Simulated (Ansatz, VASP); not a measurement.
# Zr2F3: VASP beside Ansatz

```
CELL_PARAMETERS angstrom
2.93964 0.00000 0.00000
0.00000 5.04135 0.00000
0.00000 0.00000 7.62274
ATOMIC_POSITIONS crystal
Zr 0.50000 0.00000 0.77482
Zr 0.50000 0.00000 0.22518
F 0.50000 0.75424 0.00000
F 0.50000 0.24576 0.00000
F 0.50000 0.00000 0.50000
```

Alike in both runs: functional PBE; k mesh 6 × 4 × 2; occupations gaussian, width 0.1 eV; no spin polarisation.

Ansatz relaxed the structure, and its values are those at the end. VASP's run is a single point on that final structure, the one shown.

|  | VASP | Ansatz |
| --- | --- | --- |
| version | VASP 6.6.1 | Ansatz 0.2.0 |
| potentials or method | VASP PAW PBE potentials, release 64 (Zr_sv, F), cutoff 520 eV | scalar-relativistic, plane waves, PAW |
| valence electrons in the cell | 45 | 45 |

```csv
,VASP,Ansatz,Ansatz less VASP
gap on the k mesh at the Fermi level (eV),none,none,-
pressure (GPa),0.0,0.0,-0.05
rms of the force components (eV/Å),0.024,0.006,-0.0176
```

A gap of «none» marks a metal or a gap that the smearing closes. With one functional, cell and mesh, what is left measures potentials, basis and numerics.

The k mesh is coarse, so the values compare programs but aren't converged.
